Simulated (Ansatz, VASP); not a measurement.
**La in VASP and in Ansatz**

Contents of INCAR:

```
SYSTEM = La
ALGO = Normal ; EDIFF = 1E-6
ENCUT = 520 ; GGA = PE
ISIF = 2 ; ISMEAR = -1
LASPH = .TRUE. ; LCHARG = .FALSE.
LREAL = .FALSE. ; LWAVE = .FALSE.
NBANDS = 30 ; NELM = 60
PREC = Accurate ; SIGMA = 0.2
```

KPOINTS

```
k-points
0
G
  10 10 3
  0 0 0
```

File POSCAR:

```
La
1.0
    3.7726980145      0.0000000000      0.0000000000
   -1.8863490072      3.2672523214      0.0000000000
    0.0000000000      0.0000000000     12.1127038589
La
4
Direct
    0.0000000000      0.0000000000      0.0000000000
    0.0000000000      1.0000000000      0.5000000000
    0.3333333333      0.6666666667      0.7500000000
    0.6666666667      0.3333333333      0.2500000000
```

Input for Ansatz:

```yaml
crystal:
  lattice:
    - [3.7726980145, 0.0, 0.0]
    - [-1.8863490072, 3.2672523214, 0.0]
    - [0.0, 0.0, 12.1127038589]
  atoms:
    - { symbol: La, position: [0.0, 0.0, 0.0] }
    - { symbol: La, position: [0.0, 1.0, 0.5] }
    - { symbol: La, position: [0.3333333333, 0.6666666667, 0.75] }
    - { symbol: La, position: [0.6666666667, 0.3333333333, 0.25] }
hamiltonian:
  xc: pbe
  pseudopotentials:
    kind: paw
    azcp:
      La: "pseudopotentials/La.paw.azcp"
basis:
  ecutwfc: 420
  fft_grid_basis: typed
kpoints:
  mp_grid: { grid: [10, 10, 3], shift: [0, 0, 0] }
magnetization:
  spin_polarized: false
scf:
  occupations: { method: fermi_dirac, width: 0.2 }
  lower_state_search: "off"
output:
  stress: true
```

Alike in both runs: task single point; functional PBE; k mesh 10 × 10 × 3; occupations fermi-dirac, width 0.2 eV; no spin polarisation.

|  | VASP | Ansatz |
| --- | --- | --- |
| version | VASP 6.6.1 | Ansatz 0.2.0 |
| potentials or method | VASP PAW PBE potentials, release 64 (La), cutoff 520 eV | plane waves (420 eV) with PAW, scalar-relativistic |
| valence electrons in the cell | 44 | 44 |

Ansatz gave:

| Property | Result |
| --- | --- |
| pressure (GPa) | 0.3 |
| traceless stress, the component that is largest in VASP (GPa) | 0.13 |

**Question.** Which values does VASP return?

**Answer.** Pressure (GPa): 0.4; traceless stress, the component that is largest in VASP (GPa): 0.12.

Neither program's run includes spin-orbit coupling.
